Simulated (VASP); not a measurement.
# Al (Fm-3m) in VASP: notebook

Runs on Al. Level: r2SCAN+rVV10. Tasks: single point, relaxation of cell and atoms.

Program: VASP 6.6.1. These are calculated values, not measurements. Logs are shortened: lines on timing, memory, paths and dates and some standing lists are left out, and cuts for length are marked.

**1. The cell of the first run**

It takes space group Fm-3m (No. 225, cubic). The conventional cell has a = 3.987 Å, b = 3.987 Å, c = 3.987 Å, α = 90.00°, β = 90.00°, γ = 90.00°. Within 3.7 Å of Al (site symmetry m-3m) lie 12 Al at 2.82 Å.

**2. Single point, r2SCAN+rVV10**

POSCAR reads:

```
Al
1.0
    0.0000000000      1.9936850060      1.9936850060
    1.9936850060      0.0000000000      1.9936850060
    1.9936850060      1.9936850060      0.0000000000
Al
1
Direct
    0.0000000000      0.0000000000      0.0000000000
```

INCAR.step1 reads:

```
  ALGO = Normal
  EDIFF = 1E-5
  ENCUT = 550
  GGA = PE
  GGA_COMPAT = False
  ISMEAR = 0
  LASPH = True
  LCHARG = False
  LREAL = False
  LWAVE = True
  NBANDS = 8
  NELM = 120
  PREC = Accurate
  SIGMA = 0.1
```

INCAR.step2 reads:

```
  ALGO = Normal
  BPARAM = 11.95
  CPARAM = 0.0093
  EDIFF = 1E-6
  ENCUT = 550
  GGA_COMPAT = False
  ISIF = 2
  ISMEAR = 0
  ISTART = 1
  IVDW_NL = 2
  LASPH = True
  LCHARG = True
  LELF = True
  LMIXTAU = True
  LREAL = False
  LUSE_VDW = True
  LVHAR = True
  LWAVE = False
  METAGGA = R2SCAN
  NBANDS = 8
  NELM = 120
  PREC = Accurate
  SIGMA = 0.1
```

KPOINTS reads:

```
k-points
0
Gamma
  18 18 18
```

Potentials or basis: VASP PAW PBE potentials, release 64 (Al).

Run with:

```
$ cat potpaw_PBE.64/Al/POTCAR > POTCAR
$ cp INCAR.step1 INCAR
$ mpirun -np 1 vasp_std > vasp.out
$ cp INCAR.step2 INCAR
$ mpirun -np 1 vasp_std > vasp.out
```

OUTCAR:

```text
BPARAM = 11.95
   EDIFF = 1E-6
   ENCUT = 550
   ISIF = 2
   ISMEAR = 0
   ISTART = 1
   IVDW_NL = 2
   LASPH = True
   LREAL = False
   METAGGA = R2SCAN
   NELM = 120
   PREC = Accurate

 ion  position               nearest neighbor table
   1  0.000  0.000  0.000-

  LATTYP: Found a face centered cubic cell.
 ALAT       =     3.9873700120

  Lattice vectors:

 A1 = (   0.0000000000,   1.9936850060,   1.9936850060)
 A2 = (   1.9936850060,   0.0000000000,   1.9936850060)
 A3 = (   1.9936850060,   1.9936850060,   0.0000000000)

Analysis of symmetry for initial positions (statically):
=====================================================================
 Subroutine PRICEL returns:
 Original cell was already a primitive cell.

 Routine SETGRP: Setting up the symmetry group for a
 face centered cubic supercell.

 Subroutine GETGRP returns: Found 48 space group operations
 (whereof 48 operations were pure point group operations)
 out of a pool of 48 trial point group operations.

The static configuration has the point symmetry O_h .

Analysis of symmetry for dynamics (positions and initial velocities):
=====================================================================
 Subroutine PRICEL returns:
 Original cell was already a primitive cell.

 Routine SETGRP: Setting up the symmetry group for a
 face centered cubic supercell.

 Subroutine GETGRP returns: Found 48 space group operations
 (whereof 48 operations were pure point group operations)
 out of a pool of 48 trial point group operations.

The dynamic configuration has the point symmetry O_h .

 Subroutine INISYM returns: Found 48 space group operations
 (whereof 48 operations are pure point group operations),
 and found     1 'primitive' translations

----------------------------------------------------------------------------------------

                                     Primitive cell

  volume of cell :      15.8489

  direct lattice vectors                    reciprocal lattice vectors
     0.000000000  1.993685006  1.993685006    -0.250791875  0.250791875  0.250791875
     1.993685006  0.000000000  1.993685006     0.250791875 -0.250791875  0.250791875
     1.993685006  1.993685006  0.000000000     0.250791875  0.250791875 -0.250791875

  length of vectors
     2.819496375  2.819496375  2.819496375     0.434384269  0.434384269  0.434384269

  position of ions in fractional coordinates (direct lattice)
     0.000000000  0.000000000  0.000000000

  ion indices of the primitive-cell ions
   primitive index   ion index
                 1           1

----------------------------------------------------------------------------------------

 KPOINTS: k-points

Automatic generation of k-mesh.
 Grid dimensions read from file:
 generate k-points for:   18   18   18

 Generating k-lattice:

  Cartesian coordinates                     Fractional coordinates (reciprocal lattice)
    -0.013932882  0.013932882  0.013932882     0.055555556  0.000000000  0.000000000
     0.013932882 -0.013932882  0.013932882     0.000000000  0.055555556  0.000000000
     0.013932882  0.013932882 -0.013932882     0.000000000  0.000000000  0.055555556

  Length of vectors
     0.024132459  0.024132459  0.024132459

  Shift w.r.t. Gamma in fractional coordinates (k-lattice)
     0.000000000  0.000000000  0.000000000

 Subroutine IBZKPT returns following result:
 ===========================================

 Found    195 irreducible k-points:

 Following reciprocal coordinates:
            Coordinates               Weight
  0.000000  0.000000  0.000000      1.000000
  0.055556  0.000000  0.000000      8.000000
  0.111111  0.000000  0.000000      8.000000
  0.166667  0.000000  0.000000      8.000000
  0.222222  0.000000  0.000000      8.000000
  0.277778  0.000000  0.000000      8.000000
[... 16 lines left out ...]
 -0.277778  0.055556  0.000000     24.000000
 -0.222222  0.055556  0.000000     24.000000
 [... further k-points ...]
   k-points           NKPTS =    195   k-points in BZ     NKDIM =    195   number of bands    NBANDS=      8
   number of dos      NEDOS =    301   number of ions     NIONS =      1
   total plane-waves  NPLWV =  13824
   dimension x,y,z NGX =    24 NGY =   24 NGZ =   24
   dimension x,y,z NGXF=    48 NGYF=   48 NGZF=   48
   ions per type =               1
   NGX,Y,Z   is equivalent  to a cutoff of  14.15, 14.15, 14.15 a.u.
   NGXF,Y,Z  is equivalent  to a cutoff of  28.30, 28.30, 28.30 a.u.
 SYSTEM =  unknown system
   PREC   = accura    normal or accurate (medium, high low for compatibility)
   ISTART =      1    job   : 0-new  1-cont  2-samecut
   ICHARG =      0    charge: 1-file 2-atom 10-const
   ISPIN  =      1    spin polarized calculation?
   LNONCOLLINEAR =      F non collinear calculations
   LSORBIT =      F    spin-orbit coupling
   LASPH  =      T    aspherical Exc in radial PAW
   ENCUT  =  550.0 eV  40.42 Ry    6.36 a.u.   5.39  5.39  5.39*2*pi/ulx,y,z
   NELM   =    120;   NELMIN=  2; NELMDL=  0     # of ELM steps
   EDIFF  = 0.1E-05   stopping-criterion for ELM
   LREAL  =      F    real-space projection
   EDIFFG = 0.1E-04   stopping-criterion for IOM
   NSW    =      0    number of steps for IOM
   IBRION =     -1    ionic relax: 0-MD 1-quasi-New 2-CG
   NFREE  =      0    steps in history (QN), initial steepest desc. (CG)
   ISIF   =      2    stress and relaxation
   ISYM   =      2    0-nonsym 1-usesym 2-fastsym
   POTIM  = 0.5000    time-step for ionic-motion
   TEBEG  =    0.0;   TEEND  =   0.0 temperature during run
   PSTRESS=    0.0 pullay stress
   NELECT =       3.0000    total number of electrons
   NUPDOWN=      -1.0000    fix difference up-down
   EMIN   =  10.00;   EMAX   =-10.00  energy-range for DOS
   EFERMI =   0.00;   METHOD = LEGACY
   ISMEAR =     0;   SIGMA  =   0.10  broadening in eV -4-tet -1-fermi 0-gaus
   EFERMI_NEDOS =   21; number of points for ismear=-14 and -15
   IALGO  =     38    algorithm
   IMIX   =      4    mixing-type and parameters
     AMIX     =   0.40;   BMIX     =  1.00
     AMIX_MAG =   1.60;   BMIX_MAG =  1.00
  volume/ion in A,a.u.               =      15.85       106.95
  Fermi-wavevector in a.u.,A,eV,Ry     =   0.939973  1.776291 12.021417  0.883549
  Thomas-Fermi vector in A             =   2.067338
   LORBIT       =      0    0 simple, 1 ext, 2 COOP (PROOUT), +10 PAW based schemes
   METAGGA = R2SCAN    functional components
   LHFCALC =     F    Hartree Fock is set to
   AEXX    =    0.0000 exact exchange contribution
   IVDW_NL    =     2    kernel type
   BPARAM     =11.9500
   IVDW    =     0    specifies the selected vdW correction
   LEPSILON=     F    determine dielectric tensor
   LRPA    =     F    only Hartree local field effects (RPA)
 non-spin polarized calculation
 Gauss-broadening in eV      SIGMA  =   0.10
  energy-cutoff  :      550.00
  volume of cell :       15.85
 maximum number of plane-waves:       483
 NGX is ok and might be reduce to    24
   NGX = 11   NGY = 11   NGZ = 11

 number of electron       3.0000000 magnetization

 Free energy of the ion-electron system (eV)
  ---------------------------------------------------
  ext. energy  EPLUGINS =         0.00000000
  ---------------------------------------------------
  free energy    TOTEN  =        -6.67108350 eV

  energy without entropy =       -6.66856017  energy(sigma->0) =       -6.66982183

 E-fermi :   8.4375     XC(G=0): -11.0631

 val. band max:        8.4286875562   @ k =  -0.3333   0.4444   0.1111
 cond. band min:       8.4774320069   @ k =  -0.3333   0.3889   0.0556
 fundamental gap:      0.0487444507
 Fermi energy:         8.4374646407

 k-point     1 :       0.0000    0.0000    0.0000
  band No.  band energies     occupation
      1      -3.6927      2.00000
      2      21.9865      0.00000
      3      21.9865      0.00000
      4      21.9865      0.00000
      5      24.2159      0.00000
      6      24.2159      0.00000
      7      24.2159      0.00000
      8      26.0935      0.00000

 k-point     2 :       0.0556    0.0000    0.0000
  band No.  band energies     occupation
      1      -3.6011      2.00000
      2      20.4566      0.00000
      3      21.7324      0.00000
      4      21.7324      0.00000
      5      24.6167      0.00000
      6      24.6167      0.00000
      7      24.6643      0.00000
      8      27.1080      0.00000

 k-point     3 :       0.1111    0.0000    0.0000
  band No.  band energies     occupation
      1      -3.3269      2.00000
      2      18.0713      0.00000
      3      21.2553      0.00000
      4      21.2553      0.00000
      5      24.6340      0.00000
      6      25.5131      0.00000
      7      25.5131      0.00000
      8      27.8317      0.00000

 k-point     4 :       0.1667    0.0000    0.0000
  band No.  band energies     occupation
      1      -2.8709      2.00000
      2      15.6505      0.00000
      3      20.8113      0.00000
      4      20.8113      0.00000
      5      24.4179      0.00000
      6      26.1441      0.00000
      7      26.1441      0.00000
      8      27.1203      0.00000

 k-point     5 :       0.2222    0.0000    0.0000
  band No.  band energies     occupation
      1      -2.2352      2.00000
      2      13.3074      0.00000
      3      20.4764      0.00000
      4      20.4764      0.00000
      5      24.2078      0.00000
      6      25.1392      0.00000
      7      25.1392      0.00000
      8      28.2817      0.00000
[... 177 lines left out ...]
 k-point    22 :      -0.3333    0.0556    0.0000
  band No.  band energies     occupation
      1       0.0114      2.00000
      2       8.3869      1.52571
      3      18.4003      0.00000
      4      21.3978      0.00000
      5      21.7315      0.00000
      6      23.1672      0.00000
      7      24.8357      0.00000
      8      27.9658      0.00000

 k-point    23 :      -0.2778    0.0556    0.0000
  band No.  band energies     occupation
      1      -1.0323      2.00000
      2      10.4319      0.00000
      3      18.4226      0.00000
      4      21.5366      0.00000
      5      22.5403      0.00000
      6      24.0859      0.00000
      7      24.8090      0.00000
      8      28.8249      0.00000

 k-point    24 :      -0.2222    0.0556    0.0000
  band No.  band energies     occupation
      1      -1.9033      2.00000
      2      12.6101      0.00000
      3      18.5987      0.00000
      4      21.6787      0.00000
      5      23.6199      0.00000
      6      24.7542      0.00000
      7      25.2812      0.00000
      8      27.6306      0.00000

 [... further k-points ...]
[... 5 lines left out ...]
  --------------------------------------------------------------------------------------
  -------------------------------------------------------------------------------------
  Total       -0.0276945     -0.0276945     -0.0276945      0.0000000     -0.0000000     -0.0000000
  in kB       -2.7996521     -2.7996521     -2.7996521      0.0000000     -0.0000000     -0.0000000
  external PRESSURE =      -2.7996521 kB  Pullay stress =       0.0000000 kB

 VOLUME and BASIS-vectors are now :
 -----------------------------------------------------------------------------
  energy-cutoff  :      550.00
  volume of cell :       15.85
      direct lattice vectors                 reciprocal lattice vectors
     0.000000000  1.993685006  1.993685006    -0.250791875  0.250791875  0.250791875
     1.993685006  0.000000000  1.993685006     0.250791875 -0.250791875  0.250791875
     1.993685006  1.993685006  0.000000000     0.250791875  0.250791875 -0.250791875

 POSITION                                       TOTAL-FORCE (eV/Angst)
 -----------------------------------------------------------------------------------
      0.00000      0.00000      0.00000         0.000000     -0.000000      0.000000
 -----------------------------------------------------------------------------------
    total drift:                                0.000000      0.000000     -0.000000

  FREE ENERGIE OF THE ION-ELECTRON SYSTEM (eV)
  ---------------------------------------------------
  free  energy   TOTEN  =        -6.6710834995 eV

  energy  without entropy=       -6.6685601695  energy(sigma->0) =       -6.66982183
```

It took 2.8 min on 1 thread of AMD EPYC 7R43 (Zen 3), shared host; peak memory 0.19 GiB.

Results:

* Free energy: -6.6711 eV
* Pressure: -0.3 GPa
* Band gap on the k mesh: zero (an odd number of electrons rules out a gap without spin polarisation)

Caveat: the PAW data sets were made with another functional, which shifts forces and pressure a little.

(Part 1 of 2 ends here.)
